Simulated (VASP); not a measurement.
# Cu in VASP: single point with PBEsol

Aim: the single point of Cu with PBEsol.

All numbers are computed with VASP 6.6.1; they aren't measurements. Logs are shortened: lines on timing, memory, paths and dates and some standing lists are left out, and cuts for length are marked.

**1. The cell of the first run**

The cell holds a slab with vacuum, 7 atoms: a = 2.520 Å, b = 2.520 Å, c = 28.345 Å, α = 90.00°, β = 90.00°, γ = 120.00°.

**2. Single point, PBEsol**

File INCAR:

```
SYSTEM = Cu
  PREC = Accurate
  ENCUT = 520
  EDIFF = 1E-7
  ISMEAR = -1
  SIGMA = 0.1
  LREAL = .False.
  LASPH = .True.
  NELM = 60
  ALGO = Normal
  ISIF = 2
  LWAVE = .False.
  LCHARG = .False.
  LDIPOL = .True.
  IDIPOL = 3
  DIPOL = 0.5 0.5 0.500
  GGA = PS
  ISYM = 0
  NBANDS = 48
  KPAR = 4
```

File KPOINTS:

```
Automatic mesh
0
Gamma
  18 18 1
  0 0 0
```

File POSCAR:

```
Cu
1.0
    2.5198192012      0.0000000000      0.0000000000
   -1.2599096006      2.1822274411      0.0000000000
    0.0000000000      0.0000000000     28.3445000000
Cu
7
Direct
    0.0000000000      0.0000000000      0.2822409536
    0.3333333340      0.6666666660      0.3548273023
    0.6666666670      0.3333333330      0.4274136510
    0.0000000000      0.0000000000      0.4999999997
    0.3333333340      0.6666666660      0.5725863490
    0.6666666670      0.3333333330      0.6451726977
    0.0000000000      0.0000000000      0.7177590464
```

Potentials or basis: VASP PAW PBE potentials, release 64 (Cu).

Command:

```sh
> cat potpaw_PBE.64/Cu/POTCAR > POTCAR
> mpirun -np 4 vasp_std > vasp.out
```

OUTCAR:

```text
SYSTEM = Cu
   PREC = Accurate
   ENCUT = 520
   EDIFF = 1E-7
   ISMEAR = -1
   LREAL = .False.
   LASPH = .True.
   NELM = 60
   ISIF = 2
   GGA = PS
   ISYM = 0

 ion  position               nearest neighbor table
   1  0.000  0.000  0.282-   2 2.52   2 2.52   2 2.52
   2  0.333  0.667  0.355-   1 2.52   3 2.52   1 2.52   3 2.52   3 2.52   1 2.52
   3  0.667  0.333  0.427-   2 2.52   4 2.52   4 2.52   2 2.52   2 2.52   4 2.52
   4  0.000  0.000  0.500-   3 2.52   3 2.52   3 2.52   5 2.52   5 2.52   5 2.52
   5  0.333  0.667  0.573-   6 2.52   6 2.52   6 2.52   4 2.52   4 2.52   4 2.52
   6  0.667  0.333  0.645-   5 2.52   7 2.52   7 2.52   5 2.52   5 2.52   7 2.52
   7  0.000  0.000  0.718-   6 2.52   6 2.52   6 2.52

IMPORTANT INFORMATION: All symmetrisations will be switched off!
NOSYMM: (Re-)initialisation of all symmetry stuff for point group C_1.

----------------------------------------------------------------------------------------

                                     Primitive cell

  volume of cell :     155.8613

  direct lattice vectors                    reciprocal lattice vectors
     2.519819201  0.000000000  0.000000000     0.396853869  0.229123688  0.000000000
    -1.259909601  2.182227441  0.000000000     0.000000000  0.458247377  0.000000000
     0.000000000  0.000000000 28.344500000     0.000000000  0.000000000  0.035280213

  length of vectors
     2.519819201  2.519819201 28.344500000     0.458247377  0.458247377  0.035280213

  position of ions in fractional coordinates (direct lattice)
     0.000000000  0.000000000  0.282240954
     0.333333334  0.666666666  0.354827302
     0.666666667  0.333333333  0.427413651
     0.000000000  0.000000000  0.500000000
     0.333333334  0.666666666  0.572586349
     0.666666667  0.333333333  0.645172698
     0.000000000  0.000000000  0.717759046

  ion indices of the primitive-cell ions
   primitive index   ion index
                 1           1
                 2           2
                 3           3
                 4           4
                 5           5
                 6           6
                 7           7

----------------------------------------------------------------------------------------

 KPOINTS: Automatic mesh

Automatic generation of k-mesh.
 Grid dimensions read from file:
 generate k-points for:   18   18    1

 Generating k-lattice:

  Cartesian coordinates                     Fractional coordinates (reciprocal lattice)
     0.022047437  0.012729094  0.000000000     0.055555556  0.000000000  0.000000000
     0.000000000  0.025458188  0.000000000     0.000000000  0.055555556  0.000000000
     0.000000000  0.000000000  0.035280213     0.000000000  0.000000000  1.000000000

  Length of vectors
     0.025458188  0.025458188  0.035280213

  Shift w.r.t. Gamma in fractional coordinates (k-lattice)
     0.000000000  0.000000000  0.000000000

 Subroutine IBZKPT returns following result:
 ===========================================

 Found    164 irreducible k-points:

 Following reciprocal coordinates:
            Coordinates               Weight
  0.000000  0.000000  0.000000      1.000000
  0.055556  0.000000  0.000000      2.000000
  0.000000  0.055556  0.000000      2.000000
 -0.055556  0.055556  0.000000      2.000000
  0.111111  0.000000  0.000000      2.000000
  0.000000  0.111111  0.000000      2.000000
[... 16 lines left out ...]
  0.444444  0.000000  0.000000      2.000000
  0.000000  0.444444  0.000000      2.000000
 [... further k-points ...]
   k-points           NKPTS =    164   k-points in BZ     NKDIM =    164   number of bands    NBANDS=     48
   number of dos      NEDOS =    301   number of ions     NIONS =      7
   total plane-waves  NPLWV =  86400
   dimension x,y,z NGX =    20 NGY =   20 NGZ =  216
   dimension x,y,z NGXF=    40 NGYF=   40 NGZF=  432
   ions per type =               7
   NGX,Y,Z   is equivalent  to a cutoff of  13.20, 13.20, 12.67 a.u.
   NGXF,Y,Z  is equivalent  to a cutoff of  26.39, 26.39, 25.34 a.u.
 SYSTEM =  Cu
   PREC   = accura    normal or accurate (medium, high low for compatibility)
   ISTART =      0    job   : 0-new  1-cont  2-samecut
   ICHARG =      2    charge: 1-file 2-atom 10-const
   ISPIN  =      1    spin polarized calculation?
   LNONCOLLINEAR =      F non collinear calculations
   LSORBIT =      F    spin-orbit coupling
   LASPH  =      T    aspherical Exc in radial PAW
   ENCUT  =  520.0 eV  38.22 Ry    6.18 a.u.   4.69  4.69 52.70*2*pi/ulx,y,z
   NELM   =     60;   NELMIN=  2; NELMDL= -5     # of ELM steps
   EDIFF  = 0.1E-06   stopping-criterion for ELM
   LREAL  =      F    real-space projection
   EDIFFG = 0.1E-05   stopping-criterion for IOM
   NSW    =      0    number of steps for IOM
   IBRION =     -1    ionic relax: 0-MD 1-quasi-New 2-CG
   NFREE  =      0    steps in history (QN), initial steepest desc. (CG)
   ISIF   =      2    stress and relaxation
   ISYM   =      0    0-nonsym 1-usesym 2-fastsym
   POTIM  = 0.5000    time-step for ionic-motion
   TEBEG  =    0.0;   TEEND  =   0.0 temperature during run
   PSTRESS=    0.0 pullay stress
   NELECT =      77.0000    total number of electrons
   NUPDOWN=      -1.0000    fix difference up-down
   EMIN   =  10.00;   EMAX   =-10.00  energy-range for DOS
   EFERMI =   0.00;   METHOD = LEGACY
   ISMEAR =    -1;   SIGMA  =   0.10  broadening in eV -4-tet -1-fermi 0-gaus
   EFERMI_NEDOS =   21; number of points for ismear=-14 and -15
   IALGO  =     38    algorithm
   IMIX   =      4    mixing-type and parameters
     AMIX     =   0.40;   BMIX     =  1.00
     AMIX_MAG =   1.60;   BMIX_MAG =  1.00
  volume/ion in A,a.u.               =      22.27       150.26
  Fermi-wavevector in a.u.,A,eV,Ry     =   1.294173  2.445632 22.788178  1.674884
  Thomas-Fermi vector in A             =   2.425772
   LORBIT       =      0    0 simple, 1 ext, 2 COOP (PROOUT), +10 PAW based schemes
   GGA     = PS    functional components
   LHFCALC =     F    Hartree Fock is set to
   AEXX    =    0.0000 exact exchange contribution
   IVDW    =     0    specifies the selected vdW correction
   LEPSILON=     F    determine dielectric tensor
   LRPA    =     F    only Hartree local field effects (RPA)
 non-spin polarized calculation
  energy-cutoff  :      520.00
  volume of cell :      155.86
 maximum number of plane-waves:      4233
   NGX =  9   NGY =  9   NGZ =105

 dipolmoment           0.000000      0.000000      0.000001 electrons x Angstroem

 number of electron      77.0000021 magnetization

 dipolmoment           0.000000      0.000000     -0.000000 electrons x Angstroem

 Free energy of the ion-electron system (eV)
  ---------------------------------------------------
  ext. energy  EPLUGINS =         0.00000000
  ---------------------------------------------------
  free energy    TOTEN  =       -29.08739076 eV

  energy without entropy =      -29.00932640  energy(sigma->0) =      -29.04835858

 E-fermi :   1.6488     XC(G=0):  -7.3389

 val. band max:        1.6266502599   @ k =   0.3889   0.0556   0.0000
 cond. band min:       1.6553637497   @ k =  -0.4444   0.5000   0.0000
 fundamental gap:      0.0287134898
 Fermi energy:         1.6488307424

 k-point     1 :       0.0000    0.0000    0.0000
  band No.  band energies     occupation
      1      -7.9093      2.00000
      2      -7.4018      2.00000
      3      -6.6067      2.00000
      4      -5.5951      2.00000
      5      -4.5840      2.00000
      6      -3.9111      2.00000
[... 40 lines left out ...]
     47       7.6954      0.00000
     48       8.1007      0.00000

 k-point     2 :       0.0556    0.0000    0.0000
  band No.  band energies     occupation
      1      -7.8067      2.00000
      2      -7.3009      2.00000
      3      -6.5090      2.00000
      4      -5.5020      2.00000
      5      -4.4973      2.00000
      6      -3.8338      2.00000
[... 40 lines left out ...]
     47       7.7876      0.00000
     48       8.1833      0.00000

 k-point     3 :       0.0000    0.0556    0.0000
  band No.  band energies     occupation
      1      -7.8067      2.00000
      2      -7.3009      2.00000
      3      -6.5090      2.00000
      4      -5.5020      2.00000
      5      -4.4973      2.00000
      6      -3.8338      2.00000
[... 40 lines left out ...]
     47       7.7876      0.00000
     48       8.1833      0.00000

 k-point     4 :      -0.0556    0.0556    0.0000
  band No.  band energies     occupation
      1      -7.8067      2.00000
      2      -7.3009      2.00000
      3      -6.5090      2.00000
      4      -5.5020      2.00000
      5      -4.4973      2.00000
      6      -3.8338      2.00000
[... 958 lines left out ...]
     47       9.1922      0.00000
     48      10.2048      0.00000

 k-point    23 :       0.4444    0.0000    0.0000
  band No.  band energies     occupation
      1      -3.6896      2.00000
      2      -3.4635      2.00000
      3      -3.4441      2.00000
      4      -3.3196      2.00000
      5      -3.1290      2.00000
      6      -2.9373      2.00000
[... 40 lines left out ...]
     47       8.6401      0.00000
     48       9.6409      0.00000

 k-point    24 :       0.0000    0.4444    0.0000
  band No.  band energies     occupation
      1      -3.6896      2.00000
      2      -3.4635      2.00000
      3      -3.4441      2.00000
      4      -3.3196      2.00000
      5      -3.1290      2.00000
      6      -2.9373      2.00000
[... 40 lines left out ...]
     47       8.6401      0.00000
     48       9.6409      0.00000

 [... further k-points ...]

------------------------ aborting loop because EDIFF is reached ----------------------------------------

 vacuum level on the upper side and lower side of the slab       (xc-potential included)        -0.109        -0.110

  FORCE on cell =-STRESS in cart. coord.  units (eV):
  Direction    XX          YY          ZZ          XY          YZ          ZX
  --------------------------------------------------------------------------------------
  -------------------------------------------------------------------------------------
  Total       -1.0656825     -1.0657605     -0.3172958     -0.0000675     -0.0000030      0.0000049
  in kB      -10.9546936    -10.9554954     -3.2616450     -0.0006936     -0.0000311      0.0000508
  external PRESSURE =      -8.3906114 kB  Pullay stress =       0.0000000 kB

 VOLUME and BASIS-vectors are now :
 -----------------------------------------------------------------------------
  energy-cutoff  :      520.00
  volume of cell :      155.86
      direct lattice vectors                 reciprocal lattice vectors
     2.519819201  0.000000000  0.000000000     0.396853869  0.229123688  0.000000000
    -1.259909601  2.182227441  0.000000000     0.000000000  0.458247377  0.000000000
     0.000000000  0.000000000 28.344500000     0.000000000  0.000000000  0.035280213

 POSITION                                       TOTAL-FORCE (eV/Angst)
 -----------------------------------------------------------------------------------
      0.00000      0.00000      7.99998         0.000000     -0.000000      0.063245
      0.00000      1.45482     10.05740         0.000006     -0.000003     -0.047302
      1.25991      0.72741     12.11483        -0.000005      0.000003     -0.027738
      0.00000      0.00000     14.17225        -0.000000      0.000000      0.000004
      0.00000      1.45482     16.22967         0.000005     -0.000003      0.027735
      1.25991      0.72741     18.28710        -0.000006      0.000003      0.047302
      0.00000      0.00000     20.34452        -0.000000      0.000000     -0.063247
 -----------------------------------------------------------------------------------
    total drift:                               -0.000000      0.000000     -0.000036

  FREE ENERGIE OF THE ION-ELECTRON SYSTEM (eV)
  ---------------------------------------------------
  free  energy   TOTEN  =       -29.0873907570 eV

  energy  without entropy=      -29.0093264036  energy(sigma->0) =      -29.04835858

 vacuum level on the upper side and lower side of the slab         6.500         6.500
```

Wall time 12 min (4 MPI ranks of AMD EPYC 7R43 (Zen 3), shared host); peak memory 0.85 GiB.

What came out:

```
Free energy            : -29.0874 eV
Largest force          : 0.063 eV/Å
Band gap on the k mesh : zero (an odd number of electrons rules out a gap without spin polarisation)
```

Forces on the atoms (eV/Å):
```
Cu   0.000  0.000  0.063
Cu   0.000  0.000 -0.047
Cu   0.000  0.000 -0.028
Cu   0.000  0.000  0.000
Cu   0.000  0.000  0.028
Cu   0.000  0.000  0.047
Cu   0.000  0.000 -0.063
```

Levels at points of the mesh, in eV from the Fermi level:
| k point | band 35 | band 36 | band 37 | band 38 | band 39 | band 40 | band 41 | band 42 | band 43 | band 44 |
| --- | --- | --- | --- | --- | --- | --- | --- | --- | --- | --- |
| (0.00, 0.00, 0.00) | -2.04 | -1.85 | -1.85 | -1.68 | -1.68 | -1.65 | -1.65 | -0.84 | -0.51 | 4.30 |
| (0.50, 0.00, 0.00) | -1.37 | -0.68 | 0.04 | 0.64 | 1.03 | 1.27 | 1.48 | 1.50 | 4.15 | 4.70 |
| (0.00, 0.50, 0.00) | -1.37 | -0.68 | 0.04 | 0.64 | 1.03 | 1.27 | 1.48 | 1.50 | 4.15 | 4.70 |
| (0.50, 0.50, 0.00) | -1.37 | -0.68 | 0.04 | 0.64 | 1.03 | 1.27 | 1.48 | 1.50 | 4.15 | 4.70 |

Caveat: the PAW data sets were made with another functional, which shifts forces and pressure a little.

The gap in the log of VASP goes by the Fermi energy; the results here count the filled bands.